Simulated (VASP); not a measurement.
Set up this calculation in VASP 6.6.1, as the native input.

```yaml
Task: single point
Functional: PBE
Potentials_or_basis: VASP PAW PBE potentials, release 64 (Pt, S)
Cutoff: 500 eV
k_mesh: 6 × 6 × 4
Occupations: fermi-dirac, width 0.02 eV
Spin: non-collinear spin, zero start, spin-orbit coupling
Starting_moments: "[[0.0, 0.0, 0.0], [0.0, 0.0, 0.0], [0.0, 0.0, 0.0]] μB"
Dipole_correction: no
Further_INCAR_settings: ALGO = Normal; EDIFF = 1e-06; NBANDS = 35
```

The structure of PtS2 lies in POSCAR:

```
PtS2
1.0
    3.5526240935      0.0000000000      0.0000000000
   -1.7763120467      3.0766627150      0.0000000000
    0.0000000000      0.0000000000      5.1228306381
Pt S
1 2
Direct
    0.0000000000      0.0000000000      0.0000000000
    0.3333333333      0.6666666667      0.2392542164
    0.6666666667      0.3333333333      0.7607457836
```

These files were run (other wordings do the same):

INCAR

```
PREC = Accurate
ENCUT = 500
EDIFF = 1E-6
ISMEAR = -1
SIGMA = 0.02
LREAL = False
LASPH = True
NELM = 200
ALGO = Normal
ISIF = 2
LWAVE = False
LCHARG = True
LNONCOLLINEAR = True
MAGMOM = 0 0 0 0 0 0 0 0 0
LORBIT = 11
LSORBIT = True
GGA_COMPAT = False
LORBMOM = True
LMAXMIX = 4
GGA = PE
LVHAR = True
NBANDS = 35
```

KPOINTS

```
regular mesh
0
Gamma
  6 6 4
```

Potentials or basis: VASP PAW PBE potentials, release 64 (Pt, S).

Launch:

```sh
$ cat potpaw_PBE.64/Pt/POTCAR potpaw_PBE.64/S/POTCAR > POTCAR
$ mpirun -np 1 vasp_ncl > vasp.out
```

It gave:

```yaml
Pressure: 3.4 GPa
Largest_force: 0.062 eV/Å
Net_moment: 0.00 μB per cell
Valence_electrons_inside_the_program's_atomic_spheres: Pt 9.45; S 3.64
```

Run time: 50 s on 1 thread of Intel(R) Xeon(R) 6975P-C (Granite Rapids), with other jobs on the host, peak memory 0.33 GiB.
